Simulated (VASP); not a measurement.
# GaP (F-43m) in VASP: a series of runs

The runs below take GaP through single point, with LDA, PBE+D3(BJ).

Program: VASP 6.6.1. These are calculated values, not measurements. Logs are shortened: lines on timing, memory, paths and dates and some standing lists are left out, and cuts for length are marked.

**The experiment to reproduce.**

From “Stacking defects in GaP nanowires: Electronic structure and optical properties”, 2018, arxiv:1810.01194, for a bulk crystal of GaP at 10 K: band gap 2.34 eV (indirect).

The results are compared with them further down.

**1. The cell of the first run**

It takes space group F-43m (No. 216, cubic). Conventional cell: a = 5.391 Å, b = 5.391 Å, c = 5.391 Å, α = 90.00°, β = 90.00°, γ = 90.00°. Ga (site symmetry -43m) has 4 P at 2.33 Å within 3.1 Å. P (site symmetry -43m) has 4 Ga at 2.33 Å within 3.1 Å.

**2. Single point, LDA**

File INCAR:

```
SYSTEM = GaP
  ALGO = Normal
  EDIFF = 1E-6
  ENCUT = 520
  ISIF = 2
  ISMEAR = 0
  LASPH = .True.
  LCHARG = .True.
  LELF = .True.
  LREAL = .False.
  LVHAR = .True.
  LWAVE = .False.
  NBANDS = 16
  NELM = 100
  PREC = Accurate
  SIGMA = 0.05
```

File KPOINTS:

```
k-points
0
Gamma
  8 8 8
  0 0 0
```

File POSCAR:

```
GaP
1.0
    0.0000000000      2.6955788119      2.6955788119
    2.6955788119      0.0000000000      2.6955788119
    2.6955788119      2.6955788119      0.0000000000
Ga P
1 1
Direct
    0.0000000000      0.0000000000      0.0000000000
    0.7500000000      0.7500000000      0.7500000000
```

Potentials or basis: VASP PAW LDA potentials, release 64 (Ga_d, P).

The run is started by

```
$ cat potpaw_LDA.64/Ga_d/POTCAR potpaw_LDA.64/P/POTCAR > POTCAR
$ mpirun -np 1 vasp_std > vasp.out
```

OUTCAR:

```text
SYSTEM = GaP
   EDIFF = 1E-6
   ENCUT = 520
   ISIF = 2
   ISMEAR = 0
   LASPH = .True.
   LREAL = .False.
   NELM = 100
   PREC = Accurate

 ion  position               nearest neighbor table
   1  0.000  0.000  0.000-   2 2.33   2 2.33   2 2.33   2 2.33
   2  0.750  0.750  0.750-   1 2.33   1 2.33   1 2.33   1 2.33

  LATTYP: Found a face centered cubic cell.
 ALAT       =     5.3911576238

  Lattice vectors:

 A1 = (   0.0000000000,   2.6955788119,   2.6955788119)
 A2 = (   2.6955788119,   0.0000000000,   2.6955788119)
 A3 = (   2.6955788119,   2.6955788119,   0.0000000000)

Analysis of symmetry for initial positions (statically):
=====================================================================
 Subroutine PRICEL returns:
 Original cell was already a primitive cell.

 Routine SETGRP: Setting up the symmetry group for a
 face centered cubic supercell.

 Subroutine GETGRP returns: Found 24 space group operations
 (whereof 24 operations were pure point group operations)
 out of a pool of 48 trial point group operations.

The static configuration has the point symmetry T_d .

Analysis of symmetry for dynamics (positions and initial velocities):
=====================================================================
 Subroutine PRICEL returns:
 Original cell was already a primitive cell.

 Routine SETGRP: Setting up the symmetry group for a
 face centered cubic supercell.

 Subroutine GETGRP returns: Found 24 space group operations
 (whereof 24 operations were pure point group operations)
 out of a pool of 48 trial point group operations.

The dynamic configuration has the point symmetry T_d .

 Subroutine INISYM returns: Found 24 space group operations
 (whereof 24 operations are pure point group operations),
 and found     1 'primitive' translations

----------------------------------------------------------------------------------------

                                     Primitive cell

  volume of cell :      39.1729

  direct lattice vectors                    reciprocal lattice vectors
     0.000000000  2.695578812  2.695578812    -0.185488919  0.185488919  0.185488919
     2.695578812  0.000000000  2.695578812     0.185488919 -0.185488919  0.185488919
     2.695578812  2.695578812  0.000000000     0.185488919  0.185488919 -0.185488919

  length of vectors
     3.812124114  3.812124114  3.812124114     0.321276232  0.321276232  0.321276232

  position of ions in fractional coordinates (direct lattice)
     0.000000000  0.000000000  0.000000000
     0.750000000  0.750000000  0.750000000

  ion indices of the primitive-cell ions
   primitive index   ion index
                 1           1
                 2           2

----------------------------------------------------------------------------------------

 KPOINTS: k-points

Automatic generation of k-mesh.
 Grid dimensions read from file:
 generate k-points for:    8    8    8

 Generating k-lattice:

  Cartesian coordinates                     Fractional coordinates (reciprocal lattice)
    -0.023186115  0.023186115  0.023186115     0.125000000  0.000000000  0.000000000
     0.023186115 -0.023186115  0.023186115     0.000000000  0.125000000  0.000000000
     0.023186115  0.023186115 -0.023186115     0.000000000  0.000000000  0.125000000

  Length of vectors
     0.040159529  0.040159529  0.040159529

  Shift w.r.t. Gamma in fractional coordinates (k-lattice)
     0.000000000  0.000000000  0.000000000

 Subroutine IBZKPT returns following result:
 ===========================================

 Found     29 irreducible k-points:

 Following reciprocal coordinates:
            Coordinates               Weight
  0.000000  0.000000  0.000000      1.000000
  0.125000  0.000000  0.000000      8.000000
  0.250000  0.000000  0.000000      8.000000
  0.375000  0.000000  0.000000      8.000000
  0.500000  0.000000  0.000000      4.000000
  0.125000  0.125000  0.000000      6.000000
[... 16 lines left out ...]
  0.500000  0.250000  0.125000     48.000000
 -0.375000  0.250000  0.125000     24.000000
 [... further k-points ...]
   k-points           NKPTS =     29   k-points in BZ     NKDIM =     29   number of bands    NBANDS=     16
   number of dos      NEDOS =    301   number of ions     NIONS =      2
   total plane-waves  NPLWV =  21952
   dimension x,y,z NGX =    28 NGY =   28 NGZ =   28
   dimension x,y,z NGXF=    56 NGYF=   56 NGZF=   56
   ions per type =               1   1
   NGX,Y,Z   is equivalent  to a cutoff of  12.21, 12.21, 12.21 a.u.
   NGXF,Y,Z  is equivalent  to a cutoff of  24.42, 24.42, 24.42 a.u.
 SYSTEM =  GaP
   PREC   = accura    normal or accurate (medium, high low for compatibility)
   ISTART =      0    job   : 0-new  1-cont  2-samecut
   ICHARG =      2    charge: 1-file 2-atom 10-const
   ISPIN  =      1    spin polarized calculation?
   LNONCOLLINEAR =      F non collinear calculations
   LSORBIT =      F    spin-orbit coupling
   LASPH  =      T    aspherical Exc in radial PAW
   ENCUT  =  520.0 eV  38.22 Ry    6.18 a.u.   7.09  7.09  7.09*2*pi/ulx,y,z
   NELM   =    100;   NELMIN=  2; NELMDL= -5     # of ELM steps
   EDIFF  = 0.1E-05   stopping-criterion for ELM
   LREAL  =      F    real-space projection
   EDIFFG = 0.1E-04   stopping-criterion for IOM
   NSW    =      0    number of steps for IOM
   IBRION =     -1    ionic relax: 0-MD 1-quasi-New 2-CG
   NFREE  =      0    steps in history (QN), initial steepest desc. (CG)
   ISIF   =      2    stress and relaxation
   ISYM   =      2    0-nonsym 1-usesym 2-fastsym
   POTIM  = 0.5000    time-step for ionic-motion
   TEBEG  =    0.0;   TEEND  =   0.0 temperature during run
   PSTRESS=    0.0 pullay stress
   NELECT =      18.0000    total number of electrons
   NUPDOWN=      -1.0000    fix difference up-down
   EMIN   =  10.00;   EMAX   =-10.00  energy-range for DOS
   EFERMI =   0.00;   METHOD = LEGACY
   ISMEAR =     0;   SIGMA  =   0.05  broadening in eV -4-tet -1-fermi 0-gaus
   EFERMI_NEDOS =   21; number of points for ismear=-14 and -15
   IALGO  =     38    algorithm
   IMIX   =      4    mixing-type and parameters
     AMIX     =   0.40;   BMIX     =  1.00
     AMIX_MAG =   1.60;   BMIX_MAG =  1.00
  volume/ion in A,a.u.               =      19.59       132.18
  Fermi-wavevector in a.u.,A,eV,Ry     =   1.263292  2.387275 21.713617  1.595906
  Thomas-Fermi vector in A             =   2.396656
   LORBIT       =      0    0 simple, 1 ext, 2 COOP (PROOUT), +10 PAW based schemes
   GGA     = CA    functional components
   LHFCALC =     F    Hartree Fock is set to
   AEXX    =    0.0000 exact exchange contribution
   IVDW    =     0    specifies the selected vdW correction
   LEPSILON=     F    determine dielectric tensor
   LRPA    =     F    only Hartree local field effects (RPA)
 non-spin polarized calculation
 Gauss-broadening in eV      SIGMA  =   0.05
  energy-cutoff  :      520.00
  volume of cell :       39.17
 maximum number of plane-waves:      1067
   NGX = 15   NGY = 15   NGZ = 15

 number of electron      17.9999998 magnetization

 Free energy of the ion-electron system (eV)
  ---------------------------------------------------
  ext. energy  EPLUGINS =         0.00000000
  ---------------------------------------------------
  free energy    TOTEN  =       -10.45076446 eV

  energy without entropy =      -10.45076446  energy(sigma->0) =      -10.45076446

 E-fermi :   5.1430     XC(G=0): -10.3112

 val. band max:        4.8493183593   @ k =   0.0000   0.0000   0.0000
 cond. band min:       6.2788491386   @ k =   0.5000   0.5000   0.0000
 fundamental gap:      1.4295307793
 Fermi energy:         5.1429505531

 k-point     1 :       0.0000    0.0000    0.0000
  band No.  band energies     occupation
      1      -9.9166      2.00000
      2      -9.9166      2.00000
      3      -9.9166      2.00000
      4      -9.8082      2.00000
      5      -9.8082      2.00000
      6      -7.9118      2.00000
[... 8 lines left out ...]
     15      14.6936      0.00000
     16      14.6936      0.00000

 k-point     2 :       0.1250    0.0000    0.0000
  band No.  band energies     occupation
      1      -9.9312      2.00000
      2      -9.9114      2.00000
      3      -9.9114      2.00000
      4      -9.8083      2.00000
      5      -9.8083      2.00000
      6      -7.7007      2.00000
[... 8 lines left out ...]
     15      14.0110      0.00000
     16      14.4253      0.00000

 k-point     3 :       0.2500    0.0000    0.0000
  band No.  band energies     occupation
      1      -9.9630      2.00000
      2      -9.9005      2.00000
      3      -9.9005      2.00000
      4      -9.8069      2.00000
      5      -9.8069      2.00000
      6      -7.1003      2.00000
[... 8 lines left out ...]
     15      13.8118      0.00000
     16      14.6135      0.00000

 k-point     4 :       0.3750    0.0000    0.0000
  band No.  band energies     occupation
      1      -9.9917      2.00000
      2      -9.8922      2.00000
      3      -9.8922      2.00000
      4      -9.8027      2.00000
      5      -9.8027      2.00000
      6      -6.2520      2.00000
[... 8 lines left out ...]
     15      15.0530      0.00000
     16      15.0530      0.00000

 k-point     5 :       0.5000    0.0000    0.0000
  band No.  band energies     occupation
      1     -10.0029      2.00000
      2      -9.8896      2.00000
      3      -9.8896      2.00000
      4      -9.8001      2.00000
      5      -9.8001      2.00000
      6      -5.7181      2.00000
[... 8 lines left out ...]
     15      16.6204      0.00000
     16      16.6204      0.00000

 k-point     6 :       0.1250    0.1250    0.0000
  band No.  band energies     occupation
      1      -9.9405      2.00000
      2      -9.9066      2.00000
      3      -9.9066      2.00000
      4      -9.8129      2.00000
      5      -9.8047      2.00000
      6      -7.6308      2.00000
[... 8 lines left out ...]
     15      14.8141      0.00000
     16      14.9425      0.00000
[... 267 lines left out ...]
 k-point    21 :       0.5000    0.5000    0.0000
  band No.  band energies     occupation
      1     -10.0405      2.00000
      2      -9.8489      2.00000
      3      -9.8450      2.00000
      4      -9.8450      2.00000
      5      -9.7842      2.00000
      6      -4.7542      2.00000
[... 8 lines left out ...]
     15      17.3577      0.00000
     16      17.9188      0.00000

 k-point    22 :       0.3750    0.2500    0.1250
  band No.  band energies     occupation
      1      -9.9871      2.00000
      2      -9.8875      2.00000
      3      -9.8831      2.00000
      4      -9.8205      2.00000
      5      -9.7982      2.00000
      6      -6.5886      2.00000
[... 8 lines left out ...]
     15      16.0359      0.00000
     16      17.2634      0.00000

 k-point    23 :       0.5000    0.2500    0.1250
  band No.  band energies     occupation
      1     -10.0029      2.00000
      2      -9.8837      2.00000
      3      -9.8730      2.00000
      4      -9.8183      2.00000
      5      -9.7984      2.00000
      6      -5.7856      2.00000
[... 8 lines left out ...]
     15      16.4130      0.00000
     16      17.7217      0.00000

 k-point    24 :      -0.3750    0.2500    0.1250
  band No.  band energies     occupation
      1     -10.0087      2.00000
      2      -9.8833      2.00000
      3      -9.8695      2.00000
      4      -9.8143      2.00000
      5      -9.8002      2.00000
      6      -5.2871      2.00000
[... 8 lines left out ...]
     15      16.8455      0.00000
     16      17.4346      0.00000

 [... further k-points ...]
[... 5 lines left out ...]
  --------------------------------------------------------------------------------------
  -------------------------------------------------------------------------------------
  Total        0.0205031      0.0205031      0.0205031      0.0000000      0.0000000      0.0000000
  in kB        0.8385786      0.8385786      0.8385786      0.0000000      0.0000000      0.0000000
  external PRESSURE =       0.8385786 kB  Pullay stress =       0.0000000 kB

 VOLUME and BASIS-vectors are now :
 -----------------------------------------------------------------------------
  energy-cutoff  :      520.00
  volume of cell :       39.17
      direct lattice vectors                 reciprocal lattice vectors
     0.000000000  2.695578812  2.695578812    -0.185488919  0.185488919  0.185488919
     2.695578812  0.000000000  2.695578812     0.185488919 -0.185488919  0.185488919
     2.695578812  2.695578812  0.000000000     0.185488919  0.185488919 -0.185488919

 POSITION                                       TOTAL-FORCE (eV/Angst)
 -----------------------------------------------------------------------------------
      0.00000      0.00000      0.00000         0.000000      0.000000      0.000000
      4.04337      4.04337      4.04337        -0.000000     -0.000000     -0.000000
 -----------------------------------------------------------------------------------
    total drift:                               -0.000000     -0.000000     -0.000000

  FREE ENERGIE OF THE ION-ELECTRON SYSTEM (eV)
  ---------------------------------------------------
  free  energy   TOTEN  =       -10.4507644645 eV

  energy  without entropy=      -10.4507644645  energy(sigma->0) =      -10.45076446
```

Run time: 20 s. Hardware: 1 thread of AMD EPYC 9R45 (Zen 5), shared host; peak memory 0.11 GiB.

What came out:

```
Free energy            : -10.4508 eV
Pressure               : 0.1 GPa
Band gap on the k mesh : 1.43 eV, indirect (least direct gap 1.91 eV)
```

Levels at points of the mesh, in eV from the valence-band top:
```tsv
k point	band 5	band 6	band 7	band 8	band 9	band 10	band 11	band 12	band 13	band 14
(0.00, 0.00, 0.00)	-14.66	-12.76	0.00	0.00	0.00	1.91	3.78	3.78	3.78	8.64
(0.50, 0.00, 0.00)	-14.65	-10.57	-6.90	-1.18	-1.18	1.62	4.62	4.62	8.11	10.88
(0.50, 0.50, 0.00)	-14.63	-9.60	-7.00	-2.82	-2.82	1.43	1.65	10.70	10.70	11.27
```

**3. Single point, LDA (volume scaled by 1.02)**

File INCAR:

```
PREC = Accurate
ENCUT = 520
EDIFF = 1E-6
ISMEAR = 0
SIGMA = 0.05
LREAL = F
LASPH = T
NELM = 80
ALGO = Normal
ISIF = 2
LWAVE = F
LCHARG = T
GGA = CA
LELF = T
LVHAR = T
NBANDS = 16
```

File KPOINTS:

```
Automatic mesh
0
Gamma
  8 8 8
```

File POSCAR:

```
GaP
1.0
    0.0000000000      2.7134308475      2.7134308475
    2.7134308475      0.0000000000      2.7134308475
    2.7134308475      2.7134308475      0.0000000000
Ga P
1 1
Direct
    0.0000000000      0.0000000000      0.0000000000
    0.7500000000      0.7500000000      0.7500000000
```

Potentials or basis: VASP PAW LDA potentials, release 64 (Ga_d, P).

The run is started by

```
$ cat potpaw_LDA.64/Ga_d/POTCAR potpaw_LDA.64/P/POTCAR > POTCAR
$ mpirun -np 1 vasp_std > vasp.out
```

It took 22 s on 1 thread of AMD EPYC 9R45 (Zen 5), shared host; peak memory 0.12 GiB.

It converged, with:

```
Free energy            : -10.4472 eV
Pressure               : -1.6 GPa
Band gap on the k mesh : 1.47 eV, indirect (least direct gap 1.75 eV)
```

Levels at points of the mesh, in eV from the valence-band top:
```csv
k point,band 7,band 8,band 9,band 10,band 11,band 12
"(0.00, 0.00, 0.00)",0.00,0.00,0.00,1.75,3.79,3.79
"(0.50, 0.00, 0.00)",-6.78,-1.15,-1.15,1.56,4.63,4.63
"(0.50, 0.50, 0.00)",-6.90,-2.75,-2.75,1.47,1.67,10.55
```

 A k mesh can miss the band edges.

(Part 1 of 2 ends here.)
